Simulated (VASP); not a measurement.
Set up this calculation in VASP 6.6.1, as the native input.

- Task: single point
- Functional: PBE
- Potentials or basis: VASP PAW PBE potentials, release 64 (Si, C)
- Cutoff: 520 eV
- k mesh: 9 × 9 × 4
- Occupations: gaussian, width 0.01 eV
- Spin: no spin polarisation
- Dipole correction: no
- Further INCAR settings: ALGO = Normal; EDIFF = 1e-06; NBANDS = 16

The structure of SiC lies in POSCAR:

```
SiC
1.0
    3.0753562516      0.0000000000      0.0000000000
   -1.5376781258      2.6633366395      0.0000000000
    0.0000000000      0.0000000000      5.0481081077
Si C
2 2
Direct
    0.3333333333      0.6666666667     -0.0004084095
    0.6666666667      0.3333333333      0.4995915905
    0.3333333333      0.6666666667      0.3754084095
    0.6666666667      0.3333333333      0.8754084095
```

The input as run:

INCAR

```
PREC     = Accurate       # precision mode
ENCUT    = 520            # plane-wave cutoff, eV
EDIFF    = 1E-6           # SCF threshold, eV
ISMEAR   = 0              # smearing method
SIGMA    = 0.01           # smearing width, eV
LREAL    = False          # projectors in reciprocal space
LASPH    = True           # aspherical terms in the spheres
NELM     = 80             # most SCF steps
ALGO     = Normal         # electronic algorithm
ISIF     = 2              # what is computed and relaxed
LWAVE    = False          # write WAVECAR
LCHARG   = False          # write CHGCAR
GGA      = PE             # functional
NBANDS   = 16             # bands
```

KPOINTS

```
regular mesh
0
Gamma
  9 9 4
```

Potentials or basis: VASP PAW PBE potentials, release 64 (Si, C).

Launch:

```sh
$ cat potpaw_PBE.64/Si/POTCAR potpaw_PBE.64/C/POTCAR > POTCAR
$ mpirun -np 1 vasp_std > vasp.out
```

Results of the run:

```yaml
Pressure: 3.5 GPa
Band_gap_on_the_k_mesh: 2.27 eV, indirect (least direct gap 4.01 eV)
```

Wall time 16 s on 1 thread of Intel(R) Xeon(R) Platinum 8259CL CPU @ 2.50GHz (Skylake/Cascade Lake), on a shared host, peak memory 0.16 GiB.
